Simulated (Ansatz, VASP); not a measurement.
# GaMo in VASP and in Ansatz

```
CELL_PARAMETERS angstrom
0.00000 2.84468 2.84468
2.84468 0.00000 2.84468
2.84468 2.84468 0.00000
ATOMIC_POSITIONS crystal
Ga 0.00000 0.00000 0.00000
Mo 0.75000 0.75000 0.75000
```

Change from the starting cell: species swapped into the HgSe type (F-43m, No. 216).

Alike in both runs: functional PBE; k mesh 6 × 6 × 6; occupations gaussian, width 0.2 eV; no spin polarisation.

Ansatz relaxed the structure, and its values are those at the end. VASP's run is a single point on that final structure, the one shown.

|  | VASP | Ansatz |
| --- | --- | --- |
| version | VASP 6.6.1 | Ansatz 0.2.0 |
| potentials or method | VASP PAW PBE potentials, release 64 (Ga_d, Mo_sv), cutoff 520 eV | scalar-relativistic, plane waves, PAW |
| valence electrons in the cell | 27 | 27 |

Ansatz gave:

```
gap on the k mesh at the Fermi level (eV) : none
pressure (GPa)                            : 0.6
```

**Question.** Estimate VASP's values.

**Answer.** gap on the k mesh at the Fermi level (eV): none; pressure (GPa): 0.8.

A gap of «none» marks a metal or a gap that the smearing closes. The functional is the same, so the differences come from potentials, cutoffs and numerics.
